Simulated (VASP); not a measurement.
Crystal: Sn.

```
Sn
1.0
    -1.93181    1.93181    1.93181
     1.93181   -1.93181    1.93181
     1.93181    1.93181   -1.93181
Sn
1
Direct
  0.00000 0.00000 0.00000
```

Base run:

* Program: VASP 6.6.1
* Functional: PBE
* Potentials or basis: VASP PAW PBE potentials, release 64 (Sn_d)
* Cutoff: 520 eV
* k mesh: 10 × 10 × 10
* Occupations: fermi-dirac, width 0.05 eV
* Spin: no spin polarisation

Its results: band gap on the k mesh zero (band 7 reaches 14.83 eV, above the bottom of band 8 at 5.30 eV); pressure -1.8 GPa.

Q: After a change of settings the same cell gave: band gap on the k mesh zero (band 7 reaches 14.42 eV, above the bottom of band 8 at 5.05 eV); pressure -5.4 GPa. Which change was it?
A. functional from PBE to PBE0; k mesh from 10 × 10 × 10 to 6 × 6 × 6
B. functional from PBE to LDA; potentials or basis from VASP PAW PBE potentials, release 64 (Sn_d) to VASP PAW LDA potentials, release 64 (Sn_d)
C. functional from PBE to r2SCAN; further incar settings from ALGO = Normal; EDIFF = 1e-06; NBANDS = 13 to ALGO = Normal; EDIFF = 1e-07; NBANDS = 13
D. functional from PBE to PBEsol

A: B.

Caveats: spin-orbit coupling is left out, which moves the levels of the heavy elements.
